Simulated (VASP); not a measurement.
# BaTiO3 (Cm) in VASP: notebook

Runs on BaTiO3. Level: r2SCAN. Tasks: single point.

Program: VASP 6.6.1. These are calculated values, not measurements. Logs are shortened: lines on timing, memory, paths and dates and some standing lists are left out, and cuts for length are marked.

## Step 1: The cell of the first run

The structure is monoclinic, space group Cm (No. 8). The conventional cell has a = 5.701 Å, b = 5.680 Å, c = 4.024 Å, α = 90.00°, β = 90.29°, γ = 90.00°. Within 3.7 Å of Ba (site symmetry m) lie 12 O at 2.78 to 2.93 Å and 8 Ti at 3.40 to 3.59 Å. Within 2.5 Å of Ti (site symmetry m) lie 6 O at 1.87 to 2.16 Å. Within 2.6 Å of O (site symmetry m) lie 2 Ti at 1.93 to 2.10 Å. O (site symmetry 1) has 2 Ti at 1.87 to 2.16 Å within 2.5 Å.

## Step 2: Single point, r2SCAN (atom 3 (O) moved +0.100 Å along Cartesian [0 0 1])

Input file POSCAR:

```
BaTiO3
1.0
    2.8400536833      1.6397057586      2.3314328269
   -2.8400536833      1.6397057586      2.3314328269
    0.0000000000     -3.2794115171      2.3314328269
Ba Ti O
1 1 3
Direct
    0.0027851043      0.0027851043      0.0027851043
    0.5162478494      0.5162478494      0.5162478494
    0.5040510138      0.5040510138      0.9944570972
    0.4897536543      0.9801597377      0.4897536543
    0.9801597377      0.4897536543      0.4897536543
```

Input file INCAR.step1:

```
SYSTEM = BaTiO3
ALGO = Normal ; EDIFF = 1E-4
ENCUT = 520 ; GGA = PE
ISMEAR = 0 ; LASPH = .TRUE.
LCHARG = .FALSE. ; LREAL = .FALSE.
LWAVE = .TRUE. ; NBANDS = 28
NELM = 60 ; PREC = Accurate
SIGMA = 0.05
```

Input file INCAR.step2:

```
SYSTEM = BaTiO3
ALGO = Normal ; EDIFF = 1E-6
ENCUT = 520 ; ISIF = 2
ISMEAR = 0 ; ISTART = 1
LASPH = .TRUE. ; LCHARG = .FALSE.
LMIXTAU = .TRUE. ; LREAL = .FALSE.
LWAVE = .FALSE. ; METAGGA = R2SCAN
NBANDS = 28 ; NELM = 60
PREC = Accurate ; SIGMA = 0.05
```

Input file KPOINTS:

```
k-points
0
G
  6 6 6
  0 0 0
```

Potentials or basis: VASP PAW PBE potentials, release 64 (Ba_sv, Ti_sv, O).

On the command line:

```sh
$ cat potpaw_PBE.64/Ba_sv/POTCAR potpaw_PBE.64/Ti_sv/POTCAR potpaw_PBE.64/O/POTCAR > POTCAR
$ cp INCAR.step1 INCAR
$ mpirun -np 1 vasp_std > vasp.out
$ cp INCAR.step2 INCAR
$ mpirun -np 1 vasp_std > vasp.out
```

OUTCAR:

```text
SYSTEM = BaTiO3
   EDIFF = 1E-6
   ENCUT = 520
   ISIF = 2
   ISMEAR = 0
   ISTART = 1
   LASPH = .TRUE.
   LREAL = .FALSE.
   METAGGA = R2SCAN
   NELM = 60
   PREC = Accurate

 ion  position               nearest neighbor table
   1  0.003  0.003  0.003-   4 2.78   5 2.78   3 2.84   3 2.84   4 2.84   5 2.84   5 2.84   4 2.84
                             3 2.84   3 2.86   5 2.93   4 2.93   2 3.40   2 3.45   2 3.45   2 3.45
   2  0.516  0.516  0.516-   4 1.87   5 1.87   3 1.93   3 2.10   4 2.16   5 2.16   1 3.40   1 3.45
                             1 3.45   1 3.45   1 3.51   1 3.51   1 3.51   1 3.59
   3  0.504  0.504  0.994-   2 1.93   2 2.10   1 2.84   1 2.84   1 2.84   1 2.86
   4  0.490  0.980  0.490-   2 1.87   2 2.16   1 2.78   1 2.84   1 2.84   1 2.93
   5  0.980  0.490  0.490-   2 1.87   2 2.16   1 2.78   1 2.84   1 2.84   1 2.93

  LATTYP: Found a trigonal (rhomboedric) cell.
 ALAT       =     4.0236946859
 COS(alpha) =     0.0036015225

  Lattice vectors:

 A1 = (   2.8400536833,   1.6397057586,   2.3314328269)
 A2 = (  -2.8400536833,   1.6397057586,   2.3314328269)
 A3 = (   0.0000000000,  -3.2794115171,   2.3314328269)

Analysis of symmetry for initial positions (statically):
=====================================================================
 Subroutine PRICEL returns:
 Original cell was already a primitive cell.

 Routine SETGRP: Setting up the symmetry group for a
 trigonal (rhombohedral) supercell.

 Subroutine GETGRP returns: Found  2 space group operations
 (whereof  2 operations were pure point group operations)
 out of a pool of 12 trial point group operations.

The static configuration has the point symmetry C_1h.

Analysis of symmetry for dynamics (positions and initial velocities):
=====================================================================
 Subroutine PRICEL returns:
 Original cell was already a primitive cell.

 Routine SETGRP: Setting up the symmetry group for a
 trigonal (rhombohedral) supercell.

 Subroutine GETGRP returns: Found  2 space group operations
 (whereof  2 operations were pure point group operations)
 out of a pool of 12 trial point group operations.

The dynamic configuration has the point symmetry C_1h.

 Subroutine INISYM returns: Found  2 space group operations
 (whereof  2 operations are pure point group operations),
 and found     1 'primitive' translations

----------------------------------------------------------------------------------------

                                     Primitive cell

  volume of cell :      65.1428

  direct lattice vectors                    reciprocal lattice vectors
     2.840053683  1.639705759  2.331432827     0.176053010  0.101644253  0.142973595
    -2.840053683  1.639705759  2.331432827    -0.176053010  0.101644253  0.142973595
     0.000000000 -3.279411517  2.331432827     0.000000000 -0.203288506  0.142973595

  length of vectors
     4.023694686  4.023694686  4.023694686     0.248531015  0.248531015  0.248531015

  position of ions in fractional coordinates (direct lattice)
     0.002785104  0.002785104  0.002785104
     0.516247849  0.516247849  0.516247849
     0.504051014  0.504051014  0.994457097
     0.489753654  0.980159738  0.489753654
     0.980159738  0.489753654  0.489753654

  ion indices of the primitive-cell ions
   primitive index   ion index
                 1           1
                 2           2
                 3           3
                 4           4
                 5           5

----------------------------------------------------------------------------------------

 KPOINTS: k-points

Automatic generation of k-mesh.
 Grid dimensions read from file:
 generate k-points for:    6    6    6

 Generating k-lattice:

  Cartesian coordinates                     Fractional coordinates (reciprocal lattice)
     0.029342168  0.016940709  0.023828933     0.166666667 -0.000000000 -0.000000000
    -0.029342168  0.016940709  0.023828933    -0.000000000  0.166666667 -0.000000000
     0.000000000 -0.033881418  0.023828933    -0.000000000 -0.000000000  0.166666667

  Length of vectors
     0.041421836  0.041421836  0.041421836

  Shift w.r.t. Gamma in fractional coordinates (k-lattice)
     0.000000000  0.000000000  0.000000000

 Subroutine IBZKPT returns following result:
 ===========================================

 Found     68 irreducible k-points:

 Following reciprocal coordinates:
            Coordinates               Weight
  0.000000  0.000000  0.000000      1.000000
  0.166667 -0.000000 -0.000000      4.000000
 -0.000000 -0.000000  0.166667      2.000000
  0.333333 -0.000000 -0.000000      4.000000
 -0.000000 -0.000000  0.333333      2.000000
  0.500000 -0.000000 -0.000000      2.000000
[... 16 lines left out ...]
  0.500000  0.333333 -0.000000      4.000000
  0.500000 -0.000000 -0.333333      4.000000
 [... further k-points ...]
   k-points           NKPTS =     68   k-points in BZ     NKDIM =     68   number of bands    NBANDS=     28
   number of dos      NEDOS =    301   number of ions     NIONS =      5
   total plane-waves  NPLWV =  27000
   dimension x,y,z NGX =    30 NGY =   30 NGZ =   30
   dimension x,y,z NGXF=    60 NGYF=   60 NGZF=   60
   ions per type =               1   1   3
   NGX,Y,Z   is equivalent  to a cutoff of  12.40, 12.40, 12.40 a.u.
   NGXF,Y,Z  is equivalent  to a cutoff of  24.79, 24.79, 24.79 a.u.
 SYSTEM =  BaTiO3
   PREC   = accura    normal or accurate (medium, high low for compatibility)
   ISTART =      1    job   : 0-new  1-cont  2-samecut
   ICHARG =      0    charge: 1-file 2-atom 10-const
   ISPIN  =      1    spin polarized calculation?
   LNONCOLLINEAR =      F non collinear calculations
   LSORBIT =      F    spin-orbit coupling
   LASPH  =      T    aspherical Exc in radial PAW
   ENCUT  =  520.0 eV  38.22 Ry    6.18 a.u.   7.48  7.48  7.48*2*pi/ulx,y,z
   NELM   =     60;   NELMIN=  2; NELMDL=  0     # of ELM steps
   EDIFF  = 0.1E-05   stopping-criterion for ELM
   LREAL  =      F    real-space projection
   EDIFFG = 0.1E-04   stopping-criterion for IOM
   NSW    =      0    number of steps for IOM
   IBRION =     -1    ionic relax: 0-MD 1-quasi-New 2-CG
   NFREE  =      0    steps in history (QN), initial steepest desc. (CG)
   ISIF   =      2    stress and relaxation
   ISYM   =      2    0-nonsym 1-usesym 2-fastsym
   POTIM  = 0.5000    time-step for ionic-motion
   TEBEG  =    0.0;   TEEND  =   0.0 temperature during run
   PSTRESS=    0.0 pullay stress
   NELECT =      40.0000    total number of electrons
   NUPDOWN=      -1.0000    fix difference up-down
   EMIN   =  10.00;   EMAX   =-10.00  energy-range for DOS
   EFERMI =   0.00;   METHOD = LEGACY
   ISMEAR =     0;   SIGMA  =   0.05  broadening in eV -4-tet -1-fermi 0-gaus
   EFERMI_NEDOS =   21; number of points for ismear=-14 and -15
   IALGO  =     38    algorithm
   IMIX   =      4    mixing-type and parameters
     AMIX     =   0.40;   BMIX     =  1.00
     AMIX_MAG =   1.60;   BMIX_MAG =  1.00
  volume/ion in A,a.u.               =      13.03        87.92
  Fermi-wavevector in a.u.,A,eV,Ry     =   1.391466  2.629490 26.343298  1.936178
  Thomas-Fermi vector in A             =   2.515302
   LORBIT       =      0    0 simple, 1 ext, 2 COOP (PROOUT), +10 PAW based schemes
   METAGGA = R2SCAN    functional components
   LHFCALC =     F    Hartree Fock is set to
   AEXX    =    0.0000 exact exchange contribution
   IVDW    =     0    specifies the selected vdW correction
   LEPSILON=     F    determine dielectric tensor
   LRPA    =     F    only Hartree local field effects (RPA)
 non-spin polarized calculation
 Gauss-broadening in eV      SIGMA  =   0.05
  energy-cutoff  :      520.00
  volume of cell :       65.14
 maximum number of plane-waves:      1776
 NGX is ok and might be reduce to    30
   NGX = 15   NGY = 15   NGZ = 15

 number of electron      40.0000006 magnetization

 Free energy of the ion-electron system (eV)
  ---------------------------------------------------
  ext. energy  EPLUGINS =         0.00000000
  ---------------------------------------------------
  free energy    TOTEN  =       -74.23907850 eV

  energy without entropy =      -74.23907850  energy(sigma->0) =      -74.23907850

 E-fermi :   3.6329     XC(G=0): -11.8113

 val. band max:        3.3842537643   @ k =   0.5000   0.5000   0.5000
 cond. band min:       5.9573074002   @ k =   0.0000   0.0000   0.0000
 fundamental gap:      2.5730536359
 Fermi energy:         3.6329169604

 k-point     1 :       0.0000    0.0000    0.0000
  band No.  band energies     occupation
      1     -55.2483      2.00000
      2     -30.4506      2.00000
      3     -30.4504      2.00000
      4     -30.4147      2.00000
      5     -22.1436      2.00000
      6     -14.4131      2.00000
[... 20 lines left out ...]
     27       8.9664      0.00000
     28      11.4633      0.00000

 k-point     2 :       0.1667   -0.0000   -0.0000
  band No.  band energies     occupation
      1     -55.2480      2.00000
      2     -30.4642      2.00000
      3     -30.4501      2.00000
      4     -30.4143      2.00000
      5     -22.1147      2.00000
      6     -14.4254      2.00000
[... 20 lines left out ...]
     27       9.5028      0.00000
     28      12.1089      0.00000

 k-point     3 :      -0.0000   -0.0000    0.1667
  band No.  band energies     occupation
      1     -55.2480      2.00000
      2     -30.4502      2.00000
      3     -30.4500      2.00000
      4     -30.4285      2.00000
      5     -22.1147      2.00000
      6     -14.4378      2.00000
[... 20 lines left out ...]
     27       9.4886      0.00000
     28      12.1121      0.00000

 k-point     4 :       0.3333   -0.0000   -0.0000
  band No.  band energies     occupation
      1     -55.2475      2.00000
      2     -30.4913      2.00000
      3     -30.4491      2.00000
      4     -30.4133      2.00000
      5     -22.0558      2.00000
      6     -14.5305      2.00000
[... 578 lines left out ...]
     27      12.4069      0.00000
     28      12.5491      0.00000

 k-point    23 :       0.5000    0.3333   -0.0000
  band No.  band energies     occupation
      1     -55.2464      2.00000
      2     -30.5024      2.00000
      3     -30.4884      2.00000
      4     -30.4114      2.00000
      5     -21.9698      2.00000
      6     -14.2152      2.00000
[... 20 lines left out ...]
     27      12.1636      0.00000
     28      13.3329      0.00000

 k-point    24 :       0.5000   -0.0000   -0.3333
  band No.  band energies     occupation
      1     -55.2464      2.00000
      2     -30.5024      2.00000
      3     -30.4535      2.00000
      4     -30.4470      2.00000
      5     -21.9694      2.00000
      6     -14.2455      2.00000
[... 20 lines left out ...]
     27      12.1272      0.00000
     28      13.3625      0.00000

 [... further k-points ...]

------------------------ aborting loop because EDIFF is reached ----------------------------------------

  FORCE on cell =-STRESS in cart. coord.  units (eV):
  Direction    XX          YY          ZZ          XY          YZ          ZX
  --------------------------------------------------------------------------------------
  -------------------------------------------------------------------------------------
  Total        0.7138588      0.3291039      0.3712011      0.0000000      0.1929221      0.0000000
  in kB       17.5572416      8.0942580      9.1296313      0.0000000      4.7448887      0.0000000
  external PRESSURE =      11.5937103 kB  Pullay stress =       0.0000000 kB

 VOLUME and BASIS-vectors are now :
 -----------------------------------------------------------------------------
  energy-cutoff  :      520.00
  volume of cell :       65.14
      direct lattice vectors                 reciprocal lattice vectors
     2.840053683  1.639705759  2.331432827     0.176053010  0.101644253  0.142973595
    -2.840053683  1.639705759  2.331432827    -0.176053010  0.101644253  0.142973595
     0.000000000 -3.279411517  2.331432827     0.000000000 -0.203288506  0.142973595

 POSITION                                       TOTAL-FORCE (eV/Angst)
 -----------------------------------------------------------------------------------
      0.00000      0.00000      0.01948         0.000000     -0.013196      0.070658
      0.00000      0.00000      3.61079         0.000000      0.098919      0.002350
      0.00000     -1.60824      4.66883         0.000000      0.089536     -0.643761
     -1.39278      0.80412      4.56883        -0.211886     -0.087630      0.285376
      1.39278      0.80412      4.56883         0.211886     -0.087630      0.285376
 -----------------------------------------------------------------------------------
    total drift:                                0.000000      0.003678     -0.000926

  FREE ENERGIE OF THE ION-ELECTRON SYSTEM (eV)
  ---------------------------------------------------
  free  energy   TOTEN  =       -74.2390785038 eV

  energy  without entropy=      -74.2390785038  energy(sigma->0) =      -74.23907850
```

It took 3.6 min on 1 thread of AMD EPYC 9R45 (Zen 5), shared host; peak memory 0.23 GiB.

What came out:

```yaml
Free_energy: -74.2391 eV
Pressure: 1.2 GPa
Largest_force: 0.650 eV/Å
Band_gap_on_the_k_mesh: 2.57 eV (least direct gap 2.93 eV)
```

Forces on the atoms (eV/Å):
```
Ba   0.000 -0.013  0.071
Ti   0.000  0.099  0.002
O    0.000  0.090 -0.644
O   -0.212 -0.088  0.285
O    0.212 -0.088  0.285
```

Caveat: the cell differs from its parent crystal (atom 3 (O) moved +0.100 Å along Cartesian [0 0 1]); the PAW data sets were made with another functional, which shifts forces and pressure a little; spin-orbit coupling is left out, which moves the levels of the heavy elements. A k mesh can miss the band edges.

## Step 3: Single point, r2SCAN (atom 3 (O) moved +0.175 Å along Cartesian [0 0 1])

Edit POSCAR of step 2 so:

```diff
@@ -10,3 +10,3 @@
     0.5162478494      0.5162478494      0.5162478494
-    0.5040510138      0.5040510138      0.9944570972
+    0.5147740335      0.5147740335      1.0051801169
     0.4897536543      0.9801597377      0.4897536543
```

Input file INCAR.step1:

```
SYSTEM = BaTiO3
PREC = Accurate
ENCUT = 520
ISMEAR = 0
SIGMA = 0.05
LREAL = .FALSE.
LASPH = .TRUE.
NELM = 100
NBANDS = 28
GGA = PE
ALGO = Normal
EDIFF = 1E-4
LWAVE = .TRUE.
LCHARG = .FALSE.
```

Input file INCAR.step2:

```
SYSTEM = BaTiO3
PREC = Accurate
ENCUT = 520
EDIFF = 1E-7
ISMEAR = 0
SIGMA = 0.05
LREAL = .FALSE.
LASPH = .TRUE.
NELM = 100
ALGO = Normal
ISIF = 2
LWAVE = .FALSE.
LCHARG = .FALSE.
METAGGA = R2SCAN
LMIXTAU = .TRUE.
NBANDS = 28
ISTART = 1
```

Input file KPOINTS:

```
regular mesh
0
G
  6 6 6
  0 0 0
```

Potentials or basis: VASP PAW PBE potentials, release 64 (Ba_sv, Ti_sv, O).

On the command line:

```sh
$ cat potpaw_PBE.64/Ba_sv/POTCAR potpaw_PBE.64/Ti_sv/POTCAR potpaw_PBE.64/O/POTCAR > POTCAR
$ cp INCAR.step1 INCAR
$ mpirun -np 1 vasp_std > vasp.out
$ cp INCAR.step2 INCAR
$ mpirun -np 1 vasp_std > vasp.out
```

Wall time 3.7 min (1 thread of AMD EPYC 9R45 (Zen 5), shared host); peak memory 0.23 GiB.

It converged, with:

```
Free energy            : -74.1721 eV
Pressure               : 1.0 GPa
Largest force          : 1.147 eV/Å
Band gap on the k mesh : 2.39 eV (least direct gap 2.68 eV)
```

Forces on the atoms (eV/Å):
```
Ba   0.000 -0.027  0.145
Ti   0.000  0.263  0.055
O    0.000  0.142 -1.138
O   -0.339 -0.189  0.469
O    0.339 -0.189  0.469
```

Stress tensor (GPa, compression positive):
```
1.78 0.00 0.00
0.00 0.32 0.62
0.00 0.62 0.77
```

Levels at points of the mesh, in eV from the valence-band top:
```csv
k point,band 18,band 19,band 20,band 21,band 22,band 23
"(0.00, 0.00, 0.00)",-0.55,-0.44,-0.29,2.39,2.55,2.76
"(0.50, 0.00, 0.00)",-1.73,-0.87,-0.80,2.60,3.92,4.05
"(0.00, 0.00, 0.50)",-1.44,-1.11,-0.96,2.82,3.97,3.98
"(0.50, 0.50, 0.00)",-0.87,-0.86,-0.20,3.92,4.01,4.37
"(0.50, 0.00, 0.50)",-1.01,-0.93,-0.10,4.01,4.06,4.40
"(0.50, 0.50, 0.50)",-0.13,-0.04,0.00,4.53,4.64,4.64
```

Caveat: the cell differs from its parent crystal (atom 3 (O) moved +0.175 Å along Cartesian [0 0 1]); the PAW data sets were made with another functional, which shifts forces and pressure a little; spin-orbit coupling is left out, which moves the levels of the heavy elements.
